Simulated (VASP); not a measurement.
A run of VASP 6.6.1:

The input INCAR:

```
  ALGO = Fast
  EDIFF = 1E-7
  ENCUT = 520
  GGA = PE
  ISIF = 2
  ISMEAR = 0
  ISPIN = 2
  LASPH = T
  LCHARG = F
  LMAXMIX = 4
  LORBIT = 11
  LREAL = F
  LWAVE = F
  MAGMOM = 1 1 1 0
  NBANDS = 40
  NELM = 150
  PREC = Accurate
  SIGMA = 0.1
```

Contents of KPOINTS:

```
k-points
0
Gamma
  4 4 6
```

Contents of POSCAR:

```
Mo3W
1.0
    4.4755724965      0.0000000000      0.0000000000
    0.0000000000      4.4755724965      0.0000000000
    0.0000000000      0.0000000000      3.1754520979
Mo W
3 1
Direct
    0.0000000000      0.0000000000      0.0000000000
    0.5000000000      0.0000000000      0.5000000000
    0.0000000000      0.5000000000      0.5000000000
    0.5000000000      0.5000000000      0.0000000000
```

Potentials or basis: VASP PAW PBE potentials, release 64 (Mo_sv, W_sv).

Command:

```console
$ cat potpaw_PBE.64/Mo_sv/POTCAR potpaw_PBE.64/W_sv/POTCAR > POTCAR
$ mpirun -np 1 vasp_std > vasp.out
```

Hardware: 1 thread of Intel(R) Xeon(R) Platinum 8488C (Sapphire Rapids), with other jobs on the host.

Problem. How long does it take, and how much memory?

Solution. Run time: 92 s on 1 thread of Intel(R) Xeon(R) Platinum 8488C (Sapphire Rapids), with other jobs on the host, peak memory 0.25 GiB. Counts: scf iterations 17, k points 24.
